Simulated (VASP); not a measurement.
# K (Im-3m) in VASP: notebook

Runs on K. Level: PBEsol. Tasks: single point.

All numbers are computed with VASP 6.6.1; they aren't measurements. Logs are shortened: lines on timing, memory, paths and dates and some standing lists are left out, and cuts for length are marked.

### Step 1. The cell of the first run

It takes space group Im-3m (No. 229, cubic). The conventional cell has a = 5.165 Å, b = 5.165 Å, c = 5.165 Å, α = 90.00°, β = 90.00°, γ = 90.00°. K (site symmetry m-3m) has 14 K at 4.47 to 5.17 Å within 5.9 Å.

### Step 2. Single point, PBEsol (68.90 Å³/atom)

INCAR

```
SYSTEM = K
PREC = Accurate
ENCUT = 520
EDIFF = 1E-6
ISMEAR = -1
SIGMA = 0.08
LREAL = .False.
LASPH = .True.
NELM = 60
ALGO = Normal
ISIF = 2
LWAVE = .False.
LCHARG = .False.
GGA = PS
NBANDS = 10
```

KPOINTS

```
Automatic mesh
0
Gamma
  10 10 10
  0 0 0
```

POSCAR

```
K
1.0
   -2.5826172842      2.5826172842      2.5826172842
    2.5826172842     -2.5826172842      2.5826172842
    2.5826172842      2.5826172842     -2.5826172842
K
1
Direct
    0.0000000000      0.0000000000      0.0000000000
```

Potentials or basis: VASP PAW PBE potentials, release 64 (K_sv).

Run with:

```bash
$ cat potpaw_PBE.64/K_sv/POTCAR > POTCAR
$ mpirun -np 1 vasp_std > vasp.out
```

OUTCAR:

```text
SYSTEM = K
   PREC = Accurate
   ENCUT = 520
   EDIFF = 1E-6
   ISMEAR = -1
   LREAL = .False.
   LASPH = .True.
   NELM = 60
   ISIF = 2
   GGA = PS

 ion  position               nearest neighbor table
   1  0.000  0.000  0.000-

  LATTYP: Found a body centered cubic cell.
 ALAT       =     5.1652345684

  Lattice vectors:

 A1 = (  -2.5826172842,   2.5826172842,   2.5826172842)
 A2 = (   2.5826172842,  -2.5826172842,   2.5826172842)
 A3 = (   2.5826172842,   2.5826172842,  -2.5826172842)

Analysis of symmetry for initial positions (statically):
=====================================================================
 Subroutine PRICEL returns:
 Original cell was already a primitive cell.

 Routine SETGRP: Setting up the symmetry group for a
 body centered cubic supercell.

 Subroutine GETGRP returns: Found 48 space group operations
 (whereof 48 operations were pure point group operations)
 out of a pool of 48 trial point group operations.

The static configuration has the point symmetry O_h .

Analysis of symmetry for dynamics (positions and initial velocities):
=====================================================================
 Subroutine PRICEL returns:
 Original cell was already a primitive cell.

 Routine SETGRP: Setting up the symmetry group for a
 body centered cubic supercell.

 Subroutine GETGRP returns: Found 48 space group operations
 (whereof 48 operations were pure point group operations)
 out of a pool of 48 trial point group operations.

The dynamic configuration has the point symmetry O_h .

 Subroutine INISYM returns: Found 48 space group operations
 (whereof 48 operations are pure point group operations),
 and found     1 'primitive' translations

----------------------------------------------------------------------------------------

                                     Primitive cell

  volume of cell :      68.9033

  direct lattice vectors                    reciprocal lattice vectors
    -2.582617284  2.582617284  2.582617284     0.000000000  0.193602050  0.193602050
     2.582617284 -2.582617284  2.582617284     0.193602050  0.000000000  0.193602050
     2.582617284  2.582617284 -2.582617284     0.193602050  0.193602050  0.000000000

  length of vectors
     4.473224353  4.473224353  4.473224353     0.273794644  0.273794644  0.273794644

  position of ions in fractional coordinates (direct lattice)
     0.000000000  0.000000000  0.000000000

  ion indices of the primitive-cell ions
   primitive index   ion index
                 1           1

----------------------------------------------------------------------------------------

 KPOINTS: Automatic mesh

Automatic generation of k-mesh.
 Grid dimensions read from file:
 generate k-points for:   10   10   10

 Generating k-lattice:

  Cartesian coordinates                     Fractional coordinates (reciprocal lattice)
     0.000000000  0.019360205  0.019360205     0.100000000  0.000000000  0.000000000
     0.019360205  0.000000000  0.019360205     0.000000000  0.100000000  0.000000000
     0.019360205  0.019360205  0.000000000     0.000000000  0.000000000  0.100000000

  Length of vectors
     0.027379464  0.027379464  0.027379464

  Shift w.r.t. Gamma in fractional coordinates (k-lattice)
     0.000000000  0.000000000  0.000000000

 Subroutine IBZKPT returns following result:
 ===========================================

 Found     47 irreducible k-points:

 Following reciprocal coordinates:
            Coordinates               Weight
  0.000000  0.000000  0.000000      1.000000
  0.100000  0.000000  0.000000     12.000000
  0.200000  0.000000  0.000000     12.000000
  0.300000  0.000000  0.000000     12.000000
  0.400000  0.000000  0.000000     12.000000
  0.500000  0.000000  0.000000      6.000000
[... 16 lines left out ...]
  0.300000  0.300000  0.100000      8.000000
 -0.300000  0.300000  0.100000     24.000000
 [... further k-points ...]
   k-points           NKPTS =     47   k-points in BZ     NKDIM =     47   number of bands    NBANDS=     10
   number of dos      NEDOS =    301   number of ions     NIONS =      1
   total plane-waves  NPLWV =  46656
   dimension x,y,z NGX =    36 NGY =   36 NGZ =   36
   dimension x,y,z NGXF=    72 NGYF=   72 NGZF=   72
   ions per type =               1
   NGX,Y,Z   is equivalent  to a cutoff of  13.38, 13.38, 13.38 a.u.
   NGXF,Y,Z  is equivalent  to a cutoff of  26.76, 26.76, 26.76 a.u.
 SYSTEM =  K
   PREC   = accura    normal or accurate (medium, high low for compatibility)
   ISTART =      0    job   : 0-new  1-cont  2-samecut
   ICHARG =      2    charge: 1-file 2-atom 10-const
   ISPIN  =      1    spin polarized calculation?
   LNONCOLLINEAR =      F non collinear calculations
   LSORBIT =      F    spin-orbit coupling
   LASPH  =      T    aspherical Exc in radial PAW
   ENCUT  =  520.0 eV  38.22 Ry    6.18 a.u.   8.32  8.32  8.32*2*pi/ulx,y,z
   NELM   =     60;   NELMIN=  2; NELMDL= -5     # of ELM steps
   EDIFF  = 0.1E-05   stopping-criterion for ELM
   LREAL  =      F    real-space projection
   EDIFFG = 0.1E-04   stopping-criterion for IOM
   NSW    =      0    number of steps for IOM
   IBRION =     -1    ionic relax: 0-MD 1-quasi-New 2-CG
   NFREE  =      0    steps in history (QN), initial steepest desc. (CG)
   ISIF   =      2    stress and relaxation
   ISYM   =      2    0-nonsym 1-usesym 2-fastsym
   POTIM  = 0.5000    time-step for ionic-motion
   TEBEG  =    0.0;   TEEND  =   0.0 temperature during run
   PSTRESS=    0.0 pullay stress
   NELECT =       9.0000    total number of electrons
   NUPDOWN=      -1.0000    fix difference up-down
   EMIN   =  10.00;   EMAX   =-10.00  energy-range for DOS
   EFERMI =   0.00;   METHOD = LEGACY
   ISMEAR =    -1;   SIGMA  =   0.08  broadening in eV -4-tet -1-fermi 0-gaus
   EFERMI_NEDOS =   21; number of points for ismear=-14 and -15
   IALGO  =     38    algorithm
   IMIX   =      4    mixing-type and parameters
     AMIX     =   0.40;   BMIX     =  1.00
     AMIX_MAG =   1.60;   BMIX_MAG =  1.00
  volume/ion in A,a.u.               =      68.90       464.98
  Fermi-wavevector in a.u.,A,eV,Ry     =   0.830633  1.569668  9.387346  0.689950
  Thomas-Fermi vector in A             =   1.943383
   LORBIT       =      0    0 simple, 1 ext, 2 COOP (PROOUT), +10 PAW based schemes
   GGA     = PS    functional components
   LHFCALC =     F    Hartree Fock is set to
   AEXX    =    0.0000 exact exchange contribution
   IVDW    =     0    specifies the selected vdW correction
   LEPSILON=     F    determine dielectric tensor
   LRPA    =     F    only Hartree local field effects (RPA)
 non-spin polarized calculation
  energy-cutoff  :      520.00
  volume of cell :       68.90
 maximum number of plane-waves:      1882
 NGX is ok and might be reduce to    36
   NGX = 17   NGY = 17   NGZ = 17

 number of electron       8.9999998 magnetization

 Free energy of the ion-electron system (eV)
  ---------------------------------------------------
  ext. energy  EPLUGINS =         0.00000000
  ---------------------------------------------------
  free energy    TOTEN  =        -1.13917666 eV

  energy without entropy =       -1.12127898  energy(sigma->0) =       -1.13022782

 E-fermi :  -0.0258     XC(G=0):  -5.8614

 val. band max:       -0.0338479010   @ k =   0.3000   0.2000   0.0000
 cond. band min:       0.0622601024   @ k =  -0.4000   0.4000   0.2000
 fundamental gap:      0.0961080034
 Fermi energy:        -0.0257715555

 k-point     1 :       0.0000    0.0000    0.0000
  band No.  band energies     occupation
      1     -31.9765      2.00000
      2     -15.4812      2.00000
      3     -15.4812      2.00000
      4     -15.4812      2.00000
      5      -2.2764      2.00000
      6       4.3347      0.00000
      7       4.3347      0.00000
      8       4.3347      0.00000
      9       5.2976      0.00000
     10       5.2976      0.00000

 k-point     2 :       0.1000    0.0000    0.0000
  band No.  band energies     occupation
      1     -31.9760      2.00000
      2     -15.4896      2.00000
      3     -15.4839      2.00000
      4     -15.4812      2.00000
      5      -2.1453      2.00000
      6       4.1338      0.00000
      7       4.1699      0.00000
      8       4.4423      0.00000
      9       5.0941      0.00000
     10       5.2664      0.00000

 k-point     3 :       0.2000    0.0000    0.0000
  band No.  band energies     occupation
      1     -31.9745      2.00000
      2     -15.5115      2.00000
      3     -15.4912      2.00000
      4     -15.4812      2.00000
      5      -1.7612      2.00000
      6       3.4119      0.00000
      7       3.8167      0.00000
      8       4.7608      0.00000
      9       5.0611      0.00000
     10       5.2371      0.00000

 k-point     4 :       0.3000    0.0000    0.0000
  band No.  band energies     occupation
      1     -31.9727      2.00000
      2     -15.5382      2.00000
      3     -15.5001      2.00000
      4     -15.4812      2.00000
      5      -1.1521      2.00000
      6       2.4858      0.00000
      7       3.4732      0.00000
      8       5.1499      0.00000
      9       5.2763      0.00000
     10       5.3110      0.00000

 k-point     5 :       0.4000    0.0000    0.0000
  band No.  band energies     occupation
      1     -31.9713      2.00000
      2     -15.5596      2.00000
      3     -15.5072      2.00000
      4     -15.4812      2.00000
      5      -0.3653      1.97172
      6       1.5296      0.00000
      7       3.2408      0.00000
      8       5.0822      0.00000
      9       5.5434      0.00000
     10       5.9668      0.00000

 k-point     6 :       0.5000    0.0000    0.0000
  band No.  band energies     occupation
      1     -31.9708      2.00000
      2     -15.5677      2.00000
      3     -15.5100      2.00000
      4     -15.4812      2.00000
      5       0.4159      0.00797
      6       0.6980      0.00024
      7       3.1599      0.00000
      8       4.9911      0.00000
      9       5.8472      0.00000
     10       6.1382      0.00000

 k-point     7 :       0.1000    0.1000    0.0000
  band No.  band energies     occupation
      1     -31.9750      2.00000
      2     -15.5047      2.00000
      3     -15.4870      2.00000
      4     -15.4832      2.00000
      5      -1.8876      2.00000
      6       3.7205      0.00000
      7       3.8474      0.00000
      8       4.6428      0.00000
      9       4.9142      0.00000
     10       5.3777      0.00000

 k-point     8 :       0.2000    0.1000    0.0000
  band No.  band energies     occupation
      1     -31.9734      2.00000
      2     -15.5275      2.00000
      3     -15.4956      2.00000
      4     -15.4840      2.00000
      5      -1.3903      2.00000
      6       2.9455      0.00000
      7       3.4555      0.00000
      8       4.9235      0.00000
      9       5.0118      0.00000
     10       5.5266      0.00000

 k-point     9 :       0.3000    0.1000   -0.0000
  band No.  band energies     occupation
      1     -31.9718      2.00000
      2     -15.5496      2.00000
      3     -15.5054      2.00000
      4     -15.4842      2.00000
      5      -0.6897      1.99950
      6       2.0439      0.00000
      7       3.1650      0.00000
      8       4.9472      0.00000
      9       5.4620      0.00000
     10       5.6804      0.00000
[... 118 lines left out ...]
 k-point    19 :      -0.1000    0.1000    0.1000
  band No.  band energies     occupation
      1     -31.9754      2.00000
      2     -15.4920      2.00000
      3     -15.4867      2.00000
      4     -15.4867      2.00000
      5      -2.0156      2.00000
      6       4.0861      0.00000
      7       4.0861      0.00000
      8       4.4897      0.00000
      9       4.5601      0.00000
     10       5.5090      0.00000

 k-point    20 :       0.2000    0.2000    0.1000
  band No.  band energies     occupation
      1     -31.9712      2.00000
      2     -15.5500      2.00000
      3     -15.5072      2.00000
      4     -15.4943      2.00000
      5      -0.2408      1.87262
      6       2.0824      0.00000
      7       2.3986      0.00000
      8       4.6498      0.00000
      9       5.5423      0.00000
     10       5.7957      0.00000

 k-point    21 :       0.3000    0.2000    0.1000
  band No.  band energies     occupation
      1     -31.9706      2.00000
      2     -15.5494      2.00000
      3     -15.5194      2.00000
      4     -15.4963      2.00000
      5       0.5687      0.00118
      6       1.4035      0.00000
      7       2.1629      0.00000
      8       4.2323      0.00000
      9       5.6867      0.00000
     10       5.8725      0.00000

 k-point    22 :      -0.2000    0.2000    0.1000
  band No.  band energies     occupation
      1     -31.9740      2.00000
      2     -15.5114      2.00000
      3     -15.4941      2.00000
      4     -15.4880      2.00000
      5      -1.6357      2.00000
      6       3.4510      0.00000
      7       3.8014      0.00000
      8       4.3702      0.00000
      9       4.7733      0.00000
     10       5.6668      0.00000

 k-point    23 :       0.3000    0.3000    0.1000
  band No.  band energies     occupation
      1     -31.9704      2.00000
      2     -15.5353      2.00000
      3     -15.5353      2.00000
      4     -15.4990      2.00000
      5       1.2469      0.00000
      6       1.2469      0.00000
      7       1.6264      0.00000
      8       3.9776      0.00000
      9       5.7844      0.00000
     10       5.7844      0.00000

 k-point    24 :      -0.3000    0.3000    0.1000
  band No.  band energies     occupation
      1     -31.9723      2.00000
      2     -15.5370      2.00000
      3     -15.5031      2.00000
      4     -15.4877      2.00000
      5      -1.0332      1.99999
      6       2.5350      0.00000
      7       3.4934      0.00000
      8       4.4338      0.00000
      9       5.2741      0.00000
     10       5.7014      0.00000

 [... further k-points ...]
[... 5 lines left out ...]
  --------------------------------------------------------------------------------------
  -------------------------------------------------------------------------------------
  Total        0.0480858      0.0480858      0.0480858     -0.0000000     -0.0000000     -0.0000000
  in kB        1.1181162      1.1181162      1.1181162     -0.0000000     -0.0000000     -0.0000000
  external PRESSURE =       1.1181162 kB  Pullay stress =       0.0000000 kB

 VOLUME and BASIS-vectors are now :
 -----------------------------------------------------------------------------
  energy-cutoff  :      520.00
  volume of cell :       68.90
      direct lattice vectors                 reciprocal lattice vectors
    -2.582617284  2.582617284  2.582617284     0.000000000  0.193602050  0.193602050
     2.582617284 -2.582617284  2.582617284     0.193602050  0.000000000  0.193602050
     2.582617284  2.582617284 -2.582617284     0.193602050  0.193602050  0.000000000

 POSITION                                       TOTAL-FORCE (eV/Angst)
 -----------------------------------------------------------------------------------
      0.00000      0.00000      0.00000        -0.000000      0.000000     -0.000000
 -----------------------------------------------------------------------------------
    total drift:                               -0.000000     -0.000000      0.000000

  FREE ENERGIE OF THE ION-ELECTRON SYSTEM (eV)
  ---------------------------------------------------
  free  energy   TOTEN  =        -1.1391766553 eV

  energy  without entropy=       -1.1212789809  energy(sigma->0) =       -1.13022782
```

Run time: 41 s. Hardware: 1 thread of AMD EPYC 7R13, shared host; peak memory 0.18 GiB.

Results:

```yaml
Free_energy: -1.1392 eV
Pressure: 0.1 GPa
Band_gap_on_the_k_mesh: zero (an odd number of electrons rules out a gap without spin polarisation)
```

Levels at points of the mesh, in eV from the Fermi level:
```csv
k point,band 2,band 3,band 4,band 5,band 6,band 7,band 8,band 9
"(0.00, 0.00, 0.00)",-15.46,-15.46,-15.46,-2.25,4.36,4.36,4.36,5.32
"(0.50, 0.00, 0.00)",-15.54,-15.48,-15.46,0.44,0.72,3.19,5.02,5.87
"(0.50, 0.50, 0.50)",-15.52,-15.52,-15.52,1.64,1.64,3.65,3.65,3.65
```

Caveat: the PAW data sets were made with another functional, which shifts forces and pressure a little.

### Step 3. Single point, PBEsol (70.34 Å³/atom)

This run uses another cell than the first one, of 70.34 Å³/atom.

INCAR

```
SYSTEM = K
PREC = Accurate
ENCUT = 520
EDIFF = 1E-7
ISMEAR = -1
SIGMA = 0.08
LREAL = .FALSE.
LASPH = .TRUE.
NELM = 80
ALGO = Normal
ISIF = 2
LWAVE = .FALSE.
LCHARG = .TRUE.
GGA = PS
LELF = .TRUE.
LVHAR = .TRUE.
NBANDS = 10
```

KPOINTS

```
Automatic mesh
0
G
  10 10 10
  0 0 0
```

POSCAR

```
K
1.0
   -2.6004290008      2.6004290008      2.6004290008
    2.6004290008     -2.6004290008      2.6004290008
    2.6004290008      2.6004290008     -2.6004290008
K
1
Direct
    0.0000000000      0.0000000000      0.0000000000
```

Potentials or basis: VASP PAW PBE potentials, release 64 (K_sv).

Run with:

```bash
$ cat potpaw_PBE.64/K_sv/POTCAR > POTCAR
$ mpirun -np 1 vasp_std > vasp.out
```

It took 50 s on 1 thread of AMD EPYC 7R13, shared host; peak memory 0.18 GiB.

It converged, with:

```yaml
Free_energy: -1.1399 eV
Pressure: 0.0 GPa
Band_gap_on_the_k_mesh: zero (an odd number of electrons rules out a gap without spin polarisation)
```

Levels at points of the mesh, in eV from the Fermi level:
| k point | band 1 | band 2 | band 3 | band 4 | band 5 | band 6 | band 7 | band 8 | band 9 | band 10 |
| --- | --- | --- | --- | --- | --- | --- | --- | --- | --- | --- |
| (0.00, 0.00, 0.00) | -31.96 | -15.47 | -15.47 | -15.47 | -2.22 | 4.34 | 4.34 | 4.34 | 5.29 | 5.29 |
| (0.50, 0.00, 0.00) | -31.96 | -15.55 | -15.50 | -15.47 | 0.44 | 0.71 | 3.18 | 4.97 | 5.83 | 6.09 |
| (0.50, 0.50, 0.50) | -31.95 | -15.53 | -15.53 | -15.53 | 1.65 | 1.65 | 3.59 | 3.59 | 3.59 | 5.81 |

Caveat: the PAW data sets were made with another functional, which shifts forces and pressure a little.

### Step 4. Single point, PBEsol (71.06 Å³/atom)

This run uses another cell than the first one, of 71.06 Å³/atom.

INCAR

```
PREC = Accurate
ENCUT = 520
EDIFF = 1E-6
ISMEAR = -1
SIGMA = 0.08
LREAL = F
LASPH = T
NELM = 80
ALGO = Normal
ISIF = 2
LWAVE = F
LCHARG = F
GGA = PS
NBANDS = 10
```

KPOINTS

```
regular mesh
0
Gamma
  10 10 10
```

POSCAR

```
K
1.0
   -2.6092440818      2.6092440818      2.6092440818
    2.6092440818     -2.6092440818      2.6092440818
    2.6092440818      2.6092440818     -2.6092440818
K
1
Direct
    0.0000000000      0.0000000000      0.0000000000
```

Run with:

```bash
$ cat potpaw_PBE.64/K_sv/POTCAR > POTCAR
$ mpirun -np 1 vasp_std > vasp.out
```

Wall time 49 s (1 thread of AMD EPYC 7R13, shared host); peak memory 0.18 GiB.

It converged, with:

```
Free energy            : -1.1400 eV
Pressure               : 0.0 GPa
Band gap on the k mesh : zero (an odd number of electrons rules out a gap without spin polarisation)
```

Levels at points of the mesh, in eV from the Fermi level:
```tsv
k point	band 3	band 4	band 5	band 6	band 7	band 8
(0.00, 0.00, 0.00)	-15.48	-15.48	-2.21	4.33	4.33	4.33
(0.50, 0.00, 0.00)	-15.50	-15.48	0.44	0.71	3.18	4.95
(0.50, 0.50, 0.50)	-15.53	-15.53	1.66	1.66	3.56	3.56
```

Caveat: the PAW data sets were made with another functional, which shifts forces and pressure a little.

### Step 5. Overview

```tsv
cell	gap on the mesh (eV)	pressure (GPa)
a = 4.473 Å, angles 109.5°, 1 atom	none	0.1
a = 4.504 Å, angles 109.5°, 1 atom	none	0.0
a = 4.519 Å, angles 109.5°, 1 atom	none	0.0
```

Alike in all rows: task single point; level PBEsol; potentials or basis VASP PAW PBE potentials, release 64 (K_sv); no spin polarisation; k mesh 10 × 10 × 10; cutoff (eV) 520; smearing fermi-dirac 0.08 eV.

Caveats: the PAW data sets were made with another functional, which shifts forces and pressure a little.

Absolute energies hang on the potentials; compare differences alone.
